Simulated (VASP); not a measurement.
Rh, 1 atom in the cell. Symmetry: Fm-3m, No. 225, cubic system. Conventional cell: a = 3.832 Å, b = 3.832 Å, c = 3.832 Å, α = 90.00°, β = 90.00°, γ = 90.00°. Within 3.6 Å of Rh (site symmetry m-3m) lie 12 Rh at 2.71 Å. 

* Program: VASP 6.6.1
* Task: single point
* Functional: PBE
* Potentials or basis: VASP PAW PBE potentials, release 64 (Rh_pv)
* Cutoff: 520 eV
* k mesh: 4 × 4 × 4
* Occupations: fermi-dirac, width 0.1 eV
* Spin: no spin polarisation
* Dipole correction: no
* Further INCAR settings: ALGO = Normal; EDIFF = 1e-06; NBANDS = 14

Potentials or basis: VASP PAW PBE potentials, release 64 (Rh_pv).

The run is started by

```bash
$ cat potpaw_PBE.64/Rh_pv/POTCAR > POTCAR
$ mpirun -np 1 vasp_std > vasp.out
```

Hardware: 1 thread of Intel Xeon 8259CL (shared host).

Q: How long does it take, and how much memory?

A: It took 4 s on 1 thread of Intel Xeon 8259CL, on a shared host, peak memory 0.12 GiB. Counts: scf iterations 11, k points 8.
